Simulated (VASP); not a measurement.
# H3CCl in VASP: a series of runs, part 2 of 3

VASP 6.6.1. Earlier steps stand in the parts before.

## (3) Single point, PBE

The input, INCAR:

```
ALGO = Normal ; EDIFF = 1E-6
ENCUT = 520 ; GGA = PE
ISIF = 2 ; ISMEAR = -1
LASPH = T ; LCHARG = F
LREAL = Auto ; LWAVE = F
NBANDS = 82 ; NELM = 80
PREC = Accurate ; SIGMA = 0.05
```

The input, KPOINTS:

```
k-points
0
Gamma
  1 1 1
```

The input, POSCAR:

```
H3CCl
1.0
    8.7171280000      0.0000000000      0.0000000000
    0.0000000000      8.7171280000      0.0000000000
    0.0000000000      0.0000000000      8.7171280000
C Cl H
8 8 24
Direct
    0.1239054881      0.6232901479      0.0609833881
    0.6894472583      0.5946683357      0.3710052210
    0.5996585114      0.9917142435      0.4771869818
    0.9941347655      0.1064456092      0.8205110674
    0.5194830224      0.3222735745      0.8695753923
    0.3182240756      0.4919510187      0.4086552360
    0.2280797070      0.8927022753      0.4698795291
    0.7915680486      0.6470709160      0.8444983256
    0.1381074134      0.5971003294     -0.1431778907
    0.8195130323      0.4736766513      0.4500909015
    0.7856601394      1.0770978698      0.4561364706
    0.8756209614      0.0402311403      0.9801049153
    0.5893569533      0.4072786358      1.0454475373
    0.2016030968      0.3700989592      0.5108219129
    0.0309046741      0.7931281954      0.4196336224
    0.5784818119      0.6622249897      0.8323498290
    0.1188235391      0.7400832017      0.1013063018
    0.0220370746      0.5596682761      0.1055049324
    0.2151970236      0.5515463350      0.0986104598
    0.6400387834      0.6704501758      0.4681243639
    0.7202486874      0.6683393888      0.2738516631
    0.5950354291      0.5134603966      0.3307740806
    0.5915021553      0.9286200684      0.5822101041
    0.5460628776      1.0999494329      0.4897140434
    0.5702795691      0.9355604277      0.3692156407
    1.0252115146      0.2236172281      0.8663059668
    1.0719356192     -0.0009865635      0.7839508609
    0.9239166845      0.1295839639      0.7294374936
    0.5657712035      0.3855971829      0.7696342190
    0.5538291970      0.2024290569      0.8651702717
    0.4029308736      0.3311870607      0.8763551482
    0.3019572501      0.6156385452      0.4609545713
    0.4432079006      0.4624573598      0.4093205927
    0.2705478226      0.5049484188      0.2949021742
    0.2261409951      1.0202213390      0.4246467414
    0.2079928160      0.9017419499      0.5968479527
    0.3188664891      0.8058273321      0.4602089128
    0.8286559518      0.6051878554      0.7318924306
    0.8277726334      0.7745670363      0.8686920738
    0.8082134391      0.5625017781      0.9343903175
```

Potentials or basis: VASP PAW PBE potentials, release 64 (C, Cl, H).

Launch:

```bash
$ cat potpaw_PBE.64/C/POTCAR potpaw_PBE.64/Cl/POTCAR potpaw_PBE.64/H/POTCAR > POTCAR
$ mpirun -np 1 vasp_gam > vasp.out
```

OUTCAR:

```text
EDIFF = 1E-6
   ENCUT = 520
   GGA = PE
   ISIF = 2
   ISMEAR = -1
   LASPH = T
   LREAL = Auto
   NELM = 80
   PREC = Accurate

 ion  position               nearest neighbor table
   1  0.124  0.623  0.061-  19 1.06  17 1.08  18 1.12   9 1.80
   2  0.689  0.595  0.371-  21 1.10  22 1.14  20 1.16  10 1.70
   3  0.600  0.992  0.477-  24 1.06  23 1.07  25 1.09  11 1.79
   4  0.994  0.106  0.821-  28 1.02  26 1.13  27 1.20  12 1.83
   5  0.519  0.322  0.870-  31 1.02  30 1.09  29 1.11  13 1.81
   6  0.318  0.492  0.409-  34 1.08  33 1.12  32 1.18  14 1.72
   7  0.228  0.893  0.470-  37 1.10  36 1.12  35 1.18  15 1.97
   8  0.792  0.647  0.844-  40 1.09  38 1.10  39 1.17  16 1.87
   9  0.138  0.597  0.857-   1 1.80
  10  0.820  0.474  0.450-   2 1.70
  11  0.786  0.077  0.456-   3 1.79
  12  0.876  0.040  0.980-   4 1.83
  13  0.589  0.407  0.045-   5 1.81
  14  0.202  0.370  0.511-   6 1.72
[... 24 lines left out ...]
  39  0.828  0.775  0.869-   8 1.17
  40  0.808  0.563  0.934-   8 1.09

  LATTYP: Found a simple cubic cell.
 ALAT       =     8.7171280000

  Lattice vectors:

 A1 = (   8.7171280000,   0.0000000000,   0.0000000000)
 A2 = (   0.0000000000,   8.7171280000,   0.0000000000)
 A3 = (   0.0000000000,   0.0000000000,   8.7171280000)

Analysis of symmetry for initial positions (statically):
=====================================================================
 Subroutine PRICEL returns:
 Original cell was already a primitive cell.

 Routine SETGRP: Setting up the symmetry group for a
 simple cubic supercell.

 Subroutine GETGRP returns: Found  1 space group operations
 (whereof  1 operations were pure point group operations)
 out of a pool of 48 trial point group operations.

The static configuration has the point symmetry C_1 .

Analysis of symmetry for dynamics (positions and initial velocities):
=====================================================================
 Subroutine PRICEL returns:
 Original cell was already a primitive cell.
[... 184 lines left out ...]
   LORBIT       =      0    0 simple, 1 ext, 2 COOP (PROOUT), +10 PAW based schemes
   GGA     = PE    functional components
   LHFCALC =     F    Hartree Fock is set to
   AEXX    =    0.0000 exact exchange contribution
   IVDW    =     0    specifies the selected vdW correction
   LEPSILON=     F    determine dielectric tensor
   LRPA    =     F    only Hartree local field effects (RPA)
 non-spin polarized calculation
  energy-cutoff  :      520.00
  volume of cell :      662.40
 maximum number of plane-waves:      8923
 NGX is ok and might be reduce to    70
   NGX = 33   NGY = 33   NGZ = 33

 number of electron     112.0000001 magnetization

 Free energy of the ion-electron system (eV)
  ---------------------------------------------------
  ext. energy  EPLUGINS =         0.00000000
  ---------------------------------------------------
  free energy    TOTEN  =      -176.34918358 eV

  energy without entropy =     -176.34918358  energy(sigma->0) =     -176.34918358

 E-fermi :  -1.3056     XC(G=0):  -6.2045

 val. band max:       -2.5666653393   @ k =   0.0000   0.0000   0.0000
 cond. band min:       1.5515926713   @ k =   0.0000   0.0000   0.0000
 fundamental gap:      4.1182580106
 Fermi energy:        -1.3055724015

 k-point     1 :       0.0000    0.0000    0.0000
  band No.  band energies     occupation
      1     -18.2705      2.00000
      2     -18.1740      2.00000
      3     -17.7616      2.00000
      4     -17.6872      2.00000
      5     -17.5955      2.00000
      6     -17.4564      2.00000
[... 60 lines left out ...]
     67       4.0179      0.00000
     68       4.1050      0.00000
 [bands above 68 left out]

------------------------ aborting loop because EDIFF is reached ----------------------------------------

  FORCE on cell =-STRESS in cart. coord.  units (eV):
  Direction    XX          YY          ZZ          XY          YZ          ZX
  --------------------------------------------------------------------------------------
  -------------------------------------------------------------------------------------
  Total        7.0584056     -4.3787566      1.7610443     -2.1982453     -6.6986191      3.0304222
  in kB       17.0724923    -10.5911013      4.2595194     -5.3169975    -16.2022601      7.3298225
  external PRESSURE =       3.5803035 kB  Pullay stress =       0.0000000 kB

 VOLUME and BASIS-vectors are now :
 -----------------------------------------------------------------------------
  energy-cutoff  :      520.00
  volume of cell :      662.40
      direct lattice vectors                 reciprocal lattice vectors
     8.717128000  0.000000000  0.000000000     0.114716682  0.000000000  0.000000000
     0.000000000  8.717128000  0.000000000     0.000000000  0.114716682  0.000000000
     0.000000000  0.000000000  8.717128000     0.000000000  0.000000000  0.114716682

 POSITION                                       TOTAL-FORCE (eV/Angst)
 -----------------------------------------------------------------------------------
      1.08010      5.43330      0.53160        -1.280595     -1.487855     -0.246941
      6.01000      5.18380      3.23410        -3.306993      0.751574      0.494784
      5.22730      8.64490      4.15970         0.895190      0.969344     -0.652714
      8.66600      0.92790      7.15250         1.559982     -1.350503      2.240924
      4.52840      2.80930      7.58020         2.747820     -0.118968     -0.099699
      2.77400      4.28840      3.56230         0.524325      2.769751      0.611695
[... 32 lines left out ...]
      7.21580      6.75200      7.57250        -0.217644     -2.244068     -0.186715
      7.04530      4.90340      8.14520         0.294391      0.137372      0.237870
 -----------------------------------------------------------------------------------
    total drift:                               -0.012318     -0.006212     -0.002849

  FREE ENERGIE OF THE ION-ELECTRON SYSTEM (eV)
  ---------------------------------------------------
  free  energy   TOTEN  =      -176.3491835832 eV

  energy  without entropy=     -176.3491835832  energy(sigma->0) =     -176.34918358
```

stdout:

```text
POSCAR found type information on POSCAR C ClH
 POSCAR found :  3 types and      40 ions
 scaLAPACK will be used
 LDA part: xc-table for (Slater+PW92), standard interpolation
 POSCAR, INCAR and KPOINTS ok, starting setup
 FFT: planning ... GRIDC
 FFT: planning ... GRID_SOFT
 FFT: planning ... GRID
 WAVECAR not read
 entering main loop
```

Wall time 2.1 min (1 thread of Intel Xeon Platinum 8488C (Sapphire Rapids), shared host); peak memory 0.64 GiB.

What came out:

| Property | Result |
| --- | --- |
| Free energy | -176.3492 eV |
| Pressure | 0.4 GPa |
| Largest force | 3.427 eV/Å |
| Band gap on the k mesh | 4.12 eV |

Forces on the atoms (eV/Å):
```
C   -1.281 -1.488 -0.247
C   -3.307  0.752  0.495
C    0.895  0.969 -0.653
C    1.560 -1.351  2.241
C    2.748 -0.119 -0.100
C    0.524  2.770  0.612
C   -2.702  1.160  1.349
C   -0.830  2.147 -0.335
Cl  -0.105  0.469  0.051
Cl   1.670 -0.779  0.429
Cl   0.689 -0.383 -0.109
Cl   0.035 -0.091 -0.310
Cl  -0.066 -1.071  0.126
Cl  -0.354 -1.170  0.706
Cl   2.305  0.796  0.128
Cl   0.502  1.057 -0.661
H    0.331  0.477 -0.166
H    0.093  0.522 -0.487
H    1.165  0.131  0.666
H    0.506 -0.853 -1.280
H    0.660 -0.188  0.067
H    0.907  1.317  0.057
H    0.047 -0.772  0.448
H   -1.749  0.602  0.082
H   -0.111 -0.211  0.222
H    1.128 -1.256 -0.586
H   -0.729  2.561  1.004
H   -1.964  0.235 -2.227
H   -0.161 -0.201  0.507
H    0.201 -0.218  0.175
H   -2.897  0.265 -0.082
H    0.485 -2.024 -0.568
H   -1.245 -0.169  0.154
H    0.222 -0.254 -0.459
H    0.405 -2.372  0.121
H    0.266  0.102 -0.700
H    0.014  0.599 -0.891
H    0.066  0.146  0.168
H   -0.218 -2.244 -0.187
H    0.294  0.137  0.238
```

Caveat: the k points lie up to 0.72 Å⁻¹ apart.

## (4) Single point, PBE

The input, INCAR:

```
SYSTEM = H3CCl
PREC = Accurate ; ENCUT = 520
EDIFF = 1E-6 ; ISMEAR = -1
SIGMA = 0.05 ; LREAL = Auto
LASPH = .True. ; NELM = 80
ALGO = Normal ; ISIF = 2
LWAVE = .False. ; LCHARG = .True.
GGA = PE ; LELF = .True.
LVHAR = .True. ; NBANDS = 82
```

The input, KPOINTS:

```
regular mesh
0
Gamma
  1 1 1
  0 0 0
```

The input, POSCAR:

```
H3CCl
1.0
    8.7171280000      0.0000000000      0.0000000000
    0.0000000000      8.7171280000      0.0000000000
    0.0000000000      0.0000000000      8.7171280000
C Cl H
8 8 24
Direct
    0.0530908804      0.5676410855      0.0498902850
    0.7077789841      0.6032950302      0.4314838557
    0.5765775150      1.0178811186      0.4523049335
    0.9868502562      0.1580222293      0.7881839064
    0.5260792316      0.3113754897      0.9386004198
    0.3428537472      0.4869608431      0.4155152936
    0.2000429499      0.9222991793      0.5270199084
    0.7670301503      0.6187129522      0.8400129033
    0.1173207506      0.5826460275     -0.1505197583
    0.8157388534      0.4391239867      0.4282832603
    0.7655961918      1.0881680297      0.4571689208
    0.8904079417      0.0506933017      0.9330481324
    0.6130230048      0.3930652389      1.1067521321
    0.2145431385      0.3719803128      0.5205957742
    0.0705507594      0.8093491343      0.3799301788
    0.5777476251      0.6835852359      0.8154291184
    0.0857277764      0.6762777832      0.1186055774
   -0.0556146474      0.5294519020      0.0649640570
    0.1400346536      0.4791486370      0.0796936789
    0.5959990492      0.5894143117      0.4835767010
    0.7835952392      0.6989113846      0.4904711735
    0.6985672345      0.6249191247      0.2933879140
    0.5380671249      0.9810685354      0.5680081788
    0.5127606248      1.1107328010      0.4098024028
    0.5530491235      0.9179284737      0.3766263384
    1.0526402733      0.2563000107      0.8266713532
    1.0807114453      0.1078107377      0.7489049146
    0.8989543345      0.1898561086      0.6946209807
    0.6175313704      0.2848988795      0.8467582442
    0.4771296234      0.2043218822      0.9782694484
    0.4383094983      0.3981127729      0.8779726534
    0.3753529832      0.5991308146      0.4448368775
    0.4491502247      0.4055349422      0.4299810672
    0.2832240160      0.4706596026      0.2973571112
    0.1383827334      0.9491428828      0.6280050035
    0.2774652386      0.8254782997      0.5463381976
    0.2277126136      1.0352148093      0.4801810872
    0.8243540763      0.5391798767      0.7445227373
    0.8533200384      0.7066777039      0.8550407887
    0.7669957353      0.5549878354      0.9558767521
```

Launch:

```bash
$ cat potpaw_PBE.64/C/POTCAR potpaw_PBE.64/Cl/POTCAR potpaw_PBE.64/H/POTCAR > POTCAR
$ mpirun -np 1 vasp_gam > vasp.out
```

It took 2.2 min on 1 thread of Intel Xeon Platinum 8488C (Sapphire Rapids), shared host; peak memory 0.64 GiB.

It converged, with:

| Item | Value |
| --- | --- |
| Free energy | -175.8024 eV |
| Pressure | 0.0 GPa |
| Largest force | 5.675 eV/Å |
| Band gap on the k mesh | 4.25 eV |

Forces in eV/Å, atoms in the order of the input:
```
C    5.490  1.421  0.224
C    1.434  2.943 -2.584
C   -0.276 -1.559  0.637
C   -3.947  2.529  0.275
C   -0.061  1.316 -2.201
C    0.727 -4.493 -2.511
C   -0.963 -1.473 -1.755
C    1.651 -2.437  0.453
Cl  -0.417  0.418  0.431
Cl   0.701 -1.393  0.553
Cl   0.363 -0.830 -0.109
Cl   0.426  0.248 -0.113
Cl  -0.305 -0.272 -0.269
Cl  -0.982  0.170  1.381
Cl   0.877  1.343  1.324
Cl  -0.105  0.218 -0.430
H   -0.671 -1.195 -1.138
H   -2.918 -0.916  0.104
H   -0.746  0.197  0.646
H    0.008 -0.012  0.218
H   -1.503 -1.228 -1.030
H   -0.320  0.390  2.884
H    0.276  0.408 -0.277
H   -1.209  1.177 -0.363
H    0.733  0.361  0.031
H   -0.884  1.114  1.005
H    3.085 -3.303 -1.986
H    1.311 -0.386  1.153
H   -0.868  0.332  1.282
H   -0.427 -0.209 -0.130
H    1.403 -1.586  1.455
H   -0.448  1.519  0.831
H   -1.145  1.653 -0.996
H    1.657  0.893  1.232
H   -1.141 -0.432  0.949
H    0.665  0.860  0.018
H    0.694 -0.457 -0.641
H   -1.700  1.188  1.342
H   -0.284  0.974 -0.178
H   -0.184  0.509 -1.717
```

Stress tensor (GPa, compression positive):
```
 1.12 -0.47 -1.36
-0.47  0.61 -0.46
-1.36 -0.46 -1.80
```

Levels at points of the mesh, in eV from the valence-band top:
| k point | band 54 | band 55 | band 56 | band 57 | band 58 | band 59 |
| --- | --- | --- | --- | --- | --- | --- |
| (0.00, 0.00, 0.00) | -0.29 | -0.10 | 0.00 | 4.25 | 4.98 | 5.26 |

Caveat: the k points lie up to 0.72 Å⁻¹ apart.

[end of part 2 of 3]
